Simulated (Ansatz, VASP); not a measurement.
**Two plane-wave programs on SiC**

```
Si C
1.0
     0.00000    2.17900    2.17900
     2.17900    0.00000    2.17900
     2.17900    2.17900    0.00000
Si C
1 1
Direct
  0.00000 0.00000 0.00000
  0.75000 0.75000 0.75000
```

Alike in both runs: task single point; functional r2SCAN; k mesh 7 × 7 × 7; no spin polarisation.

|  | VASP | Ansatz |
| --- | --- | --- |
| version | VASP 6.6.1 | Ansatz 0.2.0 |
| potentials or method | VASP PAW PBE potentials, release 64 (Si, C), cutoff 660 eV | plane waves, PAW |
| occupations | gaussian, width 0.01 eV | fixed |
| valence electrons in the cell | 8 | 8 |

Ansatz gave:

* pressure (GPa): -0.3

Task: Estimate VASP's values.

Result: Pressure (GPa): -0.6.

VASP's potentials were made for PBE, not for r2SCAN.
